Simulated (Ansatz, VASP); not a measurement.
## One calculation of AlP, two programs

```xyz
2
Lattice="0.0000 2.7539 2.7539 2.7539 0.0000 2.7539 2.7539 2.7539 0.0000" Properties=species:S:1:pos:R:3 pbc="T T T"
Al    0.0000    0.0000    0.0000
P     1.3769    1.3769    1.3769
```

Alike in both runs: task single point; functional PBE; k mesh 8 × 8 × 8; occupations gaussian, width 0.02 eV; no spin polarisation.

|  | VASP | Ansatz |
| --- | --- | --- |
| version | VASP 6.6.1 | Ansatz 0.2.0 |
| potentials or method | VASP PAW PBE potentials, release 64 (Al, P), cutoff 500 eV | scalar-relativistic, plane waves, PAW |
| valence electrons in the cell | 8 | 8 |

|  | VASP | Ansatz | Ansatz less VASP |
| --- | --- | --- | --- |
| gap on the k mesh at the Fermi level (eV) | 1.63 | 1.63 | +0.002 |
| least direct gap on the mesh (eV) | 3.08 | 3.09 | +0.002 |
| pressure (GPa) | -0.1 | 0.0 | +0.09 |
